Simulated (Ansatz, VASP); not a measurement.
Two plane-wave programs on CuF

POSCAR

```
CuF
1.0
    2.6825589746      0.0000000000      0.0000000000
    0.0000000000      2.6825589746      0.0000000000
    0.0000000000      0.0000000000      2.6825589746
Cu F
1 1
Direct
    0.0000000000      0.0000000000      0.0000000000
    0.5000000000      0.5000000000      0.5000000000
```

The input INCAR.step1:

```
SYSTEM = CuF
ALGO = Normal ; EDIFF = 1E-4
ENCUT = 520 ; GGA = PE
ISMEAR = -1 ; LASPH = .True.
LCHARG = .False. ; LREAL = .False.
LWAVE = .True. ; NBANDS = 16
NELM = 100 ; PREC = Accurate
SIGMA = 0.02
```

File INCAR.step2:

```
SYSTEM = CuF
ALGO = Normal ; EDIFF = 1E-7
ENCUT = 520 ; ISIF = 2
ISMEAR = -1 ; ISTART = 1
LASPH = .True. ; LCHARG = .False.
LMIXTAU = .True. ; LREAL = .False.
LWAVE = .False. ; METAGGA = R2SCAN
NBANDS = 16 ; NELM = 100
PREC = Accurate ; SIGMA = 0.02
```

File KPOINTS:

```
k-points
0
Gamma
  8 8 8
  0 0 0
```

Input for Ansatz:

```yaml
crystal:
  lattice:
    - [2.6825589746, 0.0, 0.0]
    - [0.0, 2.6825589746, 0.0]
    - [0.0, 0.0, 2.6825589746]
  atoms:
    - { symbol: Cu, position: [0.0, 0.0, 0.0] }
    - { symbol: F, position: [0.5, 0.5, 0.5] }
kpoints:
  mp_grid: { grid: [8, 8, 8] }
hamiltonian:
  xc: r2scan
scf:
  occupations: { method: fermi_dirac, width: 0.02 }
  n_extra_bands: 4
output:
  forces: true
  stress: true
  eigenvalues: true
```

Alike in both runs: task single point; functional r2SCAN; k mesh 8 × 8 × 8; occupations fermi-dirac, width 0.02 eV; no spin polarisation.

|  | VASP | Ansatz |
| --- | --- | --- |
| version | VASP 6.6.1 | Ansatz 0.2.0 |
| potentials or method | VASP PAW PBE potentials, release 64 (Cu, F) | plane waves, PAW |
| plane-wave cutoff (eV) | 520 | 500 |
| valence electrons in the cell | 18 | 26 |

```tsv
	VASP	Ansatz	Ansatz less VASP
pressure (GPa)	8.4	8.2	-0.26
```

VASP's potentials were made for PBE, not for r2SCAN. The functional is the same, so the differences come from potentials, cutoffs and numerics. VASP's potentials hold 18 valence electrons a cell and Ansatz's 26, so a difference there can come from the potentials and not from the codes.
